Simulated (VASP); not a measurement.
# NbAs (wurtzite type) (P6_3mc) in VASP: further runs

NbAs (wurtzite type) is run at these levels: PBE; tasks: electric field gradients.

All numbers are computed with VASP 6.6.1; they aren't measurements. Logs are shortened: lines on timing, memory, paths and dates and some standing lists are left out, and cuts for length are marked.

## 1. The cell of the first run

It takes space group P6_3mc (No. 186, hexagonal). Conventional cell: a = 3.400 Å, b = 3.400 Å, c = 8.362 Å, α = 90.00°, β = 90.00°, γ = 120.00°. Nb (site symmetry 3m) has 4 As at 2.53 to 2.56 Å and 6 Nb at 3.40 Å within 3.4 Å. Within 3.4 Å of As (site symmetry 3m) lie 4 Nb at 2.53 to 2.56 Å and 6 As at 3.40 Å.

## 2. Electric field gradients, PBE

File INCAR:

```
PREC     = Accurate       # precision mode
ENCUT    = 520            # plane-wave cutoff, eV
EDIFF    = 1E-8           # SCF threshold, eV
ISMEAR   = -1             # smearing method
SIGMA    = 0.08           # smearing width, eV
LREAL    = False          # projectors in reciprocal space
LASPH    = True           # aspherical terms in the spheres
NELM     = 60             # most SCF steps
ALGO     = Normal         # electronic algorithm
ISIF     = 2              # what is computed and relaxed
LWAVE    = False          # write WAVECAR
LCHARG   = False          # write CHGCAR
GGA      = PE             # functional
LEFG     = True         
NBANDS   = 26             # bands
```

File KPOINTS:

```
regular mesh
0
Gamma
  9 9 5
```

File POSCAR:

```
NbAs
1.0
    3.3999760739      0.0000000000      0.0000000000
   -1.6999880370      2.9444656523      0.0000000000
    0.0000000000      0.0000000000      8.3619386756
Nb As
2 2
Direct
    0.3333333333      0.6666666667      0.0366264394
    0.6666666667      0.3333333333      0.5366264394
    0.3333333333      0.6666666667      0.3393735606
    0.6666666667      0.3333333333      0.8393735606
```

Potentials or basis: VASP PAW PBE potentials, release 64 (Nb_sv, As).

The run is started by

```
$ cat potpaw_PBE.64/Nb_sv/POTCAR potpaw_PBE.64/As/POTCAR > POTCAR
$ mpirun -np 1 vasp_std > vasp.out
```

OUTCAR:

```text
PREC = Accurate
   ENCUT = 520
   EDIFF = 1E-8
   ISMEAR = -1
   LREAL = False
   LASPH = True
   NELM = 60
   ISIF = 2
   GGA = PE

 ion  position               nearest neighbor table
   1  0.333  0.667  0.037-   3 2.53   4 2.56   4 2.56   4 2.56
   2  0.667  0.333  0.537-   4 2.53   3 2.56   3 2.56   3 2.56
   3  0.333  0.667  0.339-   1 2.53   2 2.56   2 2.56   2 2.56
   4  0.667  0.333  0.839-   2 2.53   1 2.56   1 2.56   1 2.56

  LATTYP: Found a hexagonal cell.
 ALAT       =     3.3999760739
 C/A-ratio  =     2.4594110352

  Lattice vectors:

 A1 = (   3.3999760739,   0.0000000000,   0.0000000000)
 A2 = (  -1.6999880370,   2.9444656523,   0.0000000000)
 A3 = (   0.0000000000,   0.0000000000,   8.3619386756)

Analysis of symmetry for initial positions (statically):
=====================================================================
 Subroutine PRICEL returns:
 Original cell was already a primitive cell.

 Routine SETGRP: Setting up the symmetry group for a
 hexagonal supercell.

 Subroutine GETGRP returns: Found 12 space group operations
 (whereof  6 operations were pure point group operations)
 out of a pool of 24 trial point group operations.

The static configuration has the point symmetry C_3v.
 The point group associated with its full space group is C_6v.

Analysis of symmetry for dynamics (positions and initial velocities):
=====================================================================
 Subroutine PRICEL returns:
 Original cell was already a primitive cell.

 Routine SETGRP: Setting up the symmetry group for a
 hexagonal supercell.

 Subroutine GETGRP returns: Found 12 space group operations
 (whereof  6 operations were pure point group operations)
 out of a pool of 24 trial point group operations.

The dynamic configuration has the point symmetry C_3v.
 The point group associated with its full space group is C_6v.

 Subroutine INISYM returns: Found 12 space group operations
 (whereof  6 operations are pure point group operations),
 and found     1 'primitive' translations

----------------------------------------------------------------------------------------

                                     Primitive cell

  volume of cell :      83.7123

  direct lattice vectors                    reciprocal lattice vectors
     3.399976074  0.000000000  0.000000000     0.294119717  0.169810098  0.000000000
    -1.699988037  2.944465652  0.000000000     0.000000000  0.339620195  0.000000000
     0.000000000  0.000000000  8.361938676     0.000000000  0.000000000  0.119589492

  length of vectors
     3.399976074  3.399976074  8.361938676     0.339620195  0.339620195  0.119589492

  position of ions in fractional coordinates (direct lattice)
     0.333333333  0.666666667  0.036626439
     0.666666667  0.333333333  0.536626439
     0.333333333  0.666666667  0.339373561
     0.666666667  0.333333333  0.839373561

  ion indices of the primitive-cell ions
   primitive index   ion index
                 1           1
                 2           2
                 3           3
                 4           4

----------------------------------------------------------------------------------------

 KPOINTS: regular mesh

Automatic generation of k-mesh.
 Grid dimensions read from file:
 generate k-points for:    9    9    5

 Generating k-lattice:

  Cartesian coordinates                     Fractional coordinates (reciprocal lattice)
     0.032679969  0.018867789  0.000000000     0.111111111  0.000000000  0.000000000
     0.000000000  0.037735577  0.000000000     0.000000000  0.111111111  0.000000000
     0.000000000  0.000000000  0.023917898     0.000000000  0.000000000  0.200000000

  Length of vectors
     0.037735577  0.037735577  0.023917898

  Shift w.r.t. Gamma in fractional coordinates (k-lattice)
     0.000000000  0.000000000  0.000000000
[... 38 lines left out ...]
   ions per type =               2   2
   NGX,Y,Z   is equivalent  to a cutoff of  13.69, 13.69, 12.72 a.u.
   NGXF,Y,Z  is equivalent  to a cutoff of  27.38, 27.38, 25.45 a.u.
 SYSTEM =  unknown system
   PREC   = accura    normal or accurate (medium, high low for compatibility)
   ISTART =      0    job   : 0-new  1-cont  2-samecut
   ICHARG =      2    charge: 1-file 2-atom 10-const
   ISPIN  =      1    spin polarized calculation?
   LNONCOLLINEAR =      F non collinear calculations
   LSORBIT =      F    spin-orbit coupling
   LASPH  =      T    aspherical Exc in radial PAW
   ENCUT  =  520.0 eV  38.22 Ry    6.18 a.u.   6.32  6.32 15.55*2*pi/ulx,y,z
   NELM   =     60;   NELMIN=  2; NELMDL= -5     # of ELM steps
   EDIFF  = 0.1E-07   stopping-criterion for ELM
   LREAL  =      F    real-space projection
   EDIFFG = 0.1E-06   stopping-criterion for IOM
   NSW    =      0    number of steps for IOM
   IBRION =     -1    ionic relax: 0-MD 1-quasi-New 2-CG
   NFREE  =      0    steps in history (QN), initial steepest desc. (CG)
   ISIF   =      2    stress and relaxation
   ISYM   =      2    0-nonsym 1-usesym 2-fastsym
   POTIM  = 0.5000    time-step for ionic-motion
   TEBEG  =    0.0;   TEEND  =   0.0 temperature during run
   PSTRESS=    0.0 pullay stress
   NELECT =      36.0000    total number of electrons
   NUPDOWN=      -1.0000    fix difference up-down
   EMIN   =  10.00;   EMAX   =-10.00  energy-range for DOS
   EFERMI =   0.00;   METHOD = LEGACY
   ISMEAR =    -1;   SIGMA  =   0.08  broadening in eV -4-tet -1-fermi 0-gaus
   EFERMI_NEDOS =   21; number of points for ismear=-14 and -15
   IALGO  =     38    algorithm
   IMIX   =      4    mixing-type and parameters
     AMIX     =   0.40;   BMIX     =  1.00
     AMIX_MAG =   1.60;   BMIX_MAG =  1.00
  volume/ion in A,a.u.               =      20.93       141.23
  Fermi-wavevector in a.u.,A,eV,Ry     =   1.235699  2.335132 20.775430  1.526951
  Thomas-Fermi vector in A             =   2.370337
   LORBIT       =      0    0 simple, 1 ext, 2 COOP (PROOUT), +10 PAW based schemes
   GGA     = PE    functional components
   LHFCALC =     F    Hartree Fock is set to
   AEXX    =    0.0000 exact exchange contribution
   IVDW    =     0    specifies the selected vdW correction
   LEPSILON=     F    determine dielectric tensor
   LRPA    =     F    only Hartree local field effects (RPA)
 non-spin polarized calculation
  energy-cutoff  :      520.00
  volume of cell :       83.71
 maximum number of plane-waves:      2281
 NGX is ok and might be reduce to    28
   NGX = 13   NGY = 13   NGZ = 31

 number of electron      36.0000001 magnetization

 Free energy of the ion-electron system (eV)
  ---------------------------------------------------
  ext. energy  EPLUGINS =         0.00000000
  ---------------------------------------------------
  free energy    TOTEN  =       -29.43561978 eV

  energy without entropy =      -29.37925343  energy(sigma->0) =      -29.40743660

 E-fermi :   7.1662     XC(G=0): -10.8367

 val. band max:        7.1629782708   @ k =   0.2222   0.2222   0.4000
 cond. band min:       7.1853807039   @ k =   0.1111  -0.0000   0.0000
 fundamental gap:      0.0224024331
 Fermi energy:         7.1662034553

 k-point     1 :       0.0000    0.0000    0.0000
  band No.  band energies     occupation
      1     -47.7573      2.00000
      2     -47.7567      2.00000
      3     -23.9237      2.00000
      4     -23.8890      2.00000
      5     -23.6899      2.00000
      6     -23.6899      2.00000
[... 685 lines left out ...]
     25      11.6377      0.00000
     26      11.6377      0.00000

 [... further k-points ...]

------------------------ aborting loop because EDIFF is reached ----------------------------------------

  FORCE on cell =-STRESS in cart. coord.  units (eV):
  Direction    XX          YY          ZZ          XY          YZ          ZX
  --------------------------------------------------------------------------------------
  -------------------------------------------------------------------------------------
  Total       -0.0247560     -0.0247560      0.0442946      0.0000000      0.0000000      0.0000000
  in kB       -0.4738067     -0.4738067      0.8477583      0.0000000      0.0000000      0.0000000
  external PRESSURE =      -0.0332851 kB  Pullay stress =       0.0000000 kB

 VOLUME and BASIS-vectors are now :
 -----------------------------------------------------------------------------
  energy-cutoff  :      520.00
  volume of cell :       83.71
      direct lattice vectors                 reciprocal lattice vectors
     3.399976074  0.000000000  0.000000000     0.294119717  0.169810098  0.000000000
    -1.699988037  2.944465652  0.000000000     0.000000000  0.339620195  0.000000000
     0.000000000  0.000000000  8.361938676     0.000000000  0.000000000  0.119589492

 POSITION                                       TOTAL-FORCE (eV/Angst)
 -----------------------------------------------------------------------------------
     -0.00000      1.96298      0.30627         0.000000      0.000000      0.007775
      1.69999      0.98149      4.48724         0.000000      0.000000      0.007775
     -0.00000      1.96298      2.83782         0.000000      0.000000     -0.007775
      1.69999      0.98149      7.01879         0.000000      0.000000     -0.007775
 -----------------------------------------------------------------------------------
    total drift:                               -0.000000      0.000000      0.001037

  FREE ENERGIE OF THE ION-ELECTRON SYSTEM (eV)
  ---------------------------------------------------
  free  energy   TOTEN  =       -29.4356197767 eV

  energy  without entropy=      -29.3792534269  energy(sigma->0) =      -29.40743660

 Electric field gradients (V/A^2)
---------------------------------------------------------------------
 ion       V_xx      V_yy      V_zz      V_xy      V_xz      V_yz
---------------------------------------------------------------------
   1      24.257    24.258   -48.515     0.000     0.000    -0.000
   2      24.257    24.258   -48.515     0.000    -0.000     0.000
   3      54.564    54.564  -109.127     0.000    -0.000     0.000
   4      54.564    54.564  -109.127     0.000     0.000    -0.000
---------------------------------------------------------------------

 Electric field gradients after diagonalization (V/A^2)
 (convention: |V_zz| > |V_xx| > |V_yy|)
----------------------------------------------------------------------
 ion       V_xx      V_yy      V_zz     asymmetry (V_yy - V_xx)/ V_zz
----------------------------------------------------------------------
   1      24.258    24.257   -48.515       0.000
   2      24.258    24.257   -48.515       0.000
   3      54.564    54.564  -109.127       0.000
   4      54.564    54.564  -109.127       0.000
----------------------------------------------------------------------

           NMR quadrupolar parameters

 Cq : quadrupolar parameter    Cq=e*Q*V_zz/h
 eta: asymmetry parameters     (V_yy - V_xx)/ V_zz
 Q  : nuclear electric quadrupole moment in mb (millibarn)
----------------------------------------------------------------------
 ion       Cq(MHz)       eta       Q (mb)
----------------------------------------------------------------------
   1      -0.117       0.000       1.000
   2      -0.117       0.000       1.000
   3      -0.264       0.000       1.000
   4      -0.264       0.000       1.000
----------------------------------------------------------------------
```

Run time: 1.7 min. Hardware: 1 thread of Intel Xeon Platinum 8375C at 2.90GHz (Ice Lake), shared host; peak memory 0.25 GiB.

What came out:

| Item | Value |
| --- | --- |
| Free energy | -29.4356 eV |
| Pressure | 0.0 GPa |
| Largest force | 0.008 eV/Å |
| Band gap on the k mesh | zero (bands 18 and 19 overlap by 0.09 eV) |
| Largest electric field gradient by atom | Nb -48.5; As -109.1 V/Å² |

Forces on the atoms (eV/Å):
```
Nb   0.000  0.000  0.008
Nb   0.000  0.000  0.008
As   0.000  0.000 -0.008
As   0.000  0.000 -0.008
```

Stress tensor (GPa, compression positive):
```
-0.05  0.00  0.00
 0.00 -0.05  0.00
 0.00  0.00  0.08
```

Levels at points of the mesh, in eV from the Fermi level:
```
           k point  band 15  band 16  band 17  band 18  band 19  band 20  band 21  band 22
(0.00, 0.00, 0.00)    -0.87    -0.75    -0.75    -0.02     0.66     0.66     1.24     1.24
```

Electric field gradients, principal values (V/Å²):
```csv
atom,least,middle,greatest (by size)
1 Nb,24.257,24.258,-48.515
2 Nb,24.257,24.258,-48.515
3 As,54.564,54.564,-109.127
4 As,54.564,54.564,-109.127
```

Caveat: without QUAD_EFG the Cq values of the log hold for a quadrupole moment of 1 mb, not for the nuclei.

[end of part 1 of 2]
